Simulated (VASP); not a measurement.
Write the native input for VASP 6.6.1 that does the following.

```
Task                   : single point
Functional             : PBEsol
Potentials or basis    : VASP PAW PBE potentials, release 64 (Al, Cu)
Cutoff                 : 520 eV
k mesh                 : 11 × 16 × 4
Occupations            : gaussian, width 0.15 eV
Spin                   : no spin polarisation
Dipole correction      : no
Further INCAR settings : ALGO = Fast; EDIFF = 1e-06; NBANDS = 36
```

The structure of Al2Cu lies in POSCAR:

```
Al2Cu
1.0
    0.0000000000     -4.0841721958      0.0000000000
    0.0000000000      0.0000000000     -2.8463947559
   11.9525165873      0.0000000000      0.0000000000
Al Cu
6 3
Direct
    0.0000000000      0.5000000000      0.0854078581
    0.0000000000      0.5000000000      0.4271076303
    0.0000000000      0.5000000000      0.7688074026
    0.5000000000      0.5000000000      0.9396572887
    0.5000000000      0.5000000000      0.2562577442
    0.5000000000      0.5000000000      0.5979575165
    1.0000000000      0.0000000000      0.2562577442
    1.0000000000      0.0000000000      0.5979575165
    1.0000000000      0.0000000000      0.9396572887
```

This cell differs from its parent crystal: the distance across one plane changed.

These files were run (other wordings do the same):

INCAR

```
PREC     = Accurate       # precision mode
ENCUT    = 520            # plane-wave cutoff, eV
EDIFF    = 1E-6           # SCF threshold, eV
ISMEAR   = 0              # smearing method
SIGMA    = 0.15           # smearing width, eV
LREAL    = F              # projectors in reciprocal space
LASPH    = T              # aspherical terms in the spheres
NELM     = 100            # most SCF steps
ALGO     = Fast           # electronic algorithm
ISIF     = 2              # what is computed and relaxed
LWAVE    = F              # write WAVECAR
LCHARG   = F              # write CHGCAR
GGA      = PS             # functional
NBANDS   = 36             # bands
```

KPOINTS

```
regular mesh
0
Gamma
  11 16 4
```

Potentials or basis: VASP PAW PBE potentials, release 64 (Al, Cu).

The run is started by

```sh
$ cat potpaw_PBE.64/Al/POTCAR potpaw_PBE.64/Cu/POTCAR > POTCAR
$ mpirun -np 1 vasp_std > vasp.out
```

It gave:

```
Pressure               : 3.8 GPa
Largest force          : 2.430 eV/Å
Band gap on the k mesh : zero (an odd number of electrons rules out a gap without spin polarisation)
```

Caveat: the cell differs from its parent crystal (the distance across one plane changed); the stress differs along the axes, from 1 to 7 GPa; the PAW data sets were made with another functional, which shifts forces and pressure a little.

It took 34 min on 1 thread of AMD EPYC 7R13, on a shared host, peak memory 0.65 GiB.
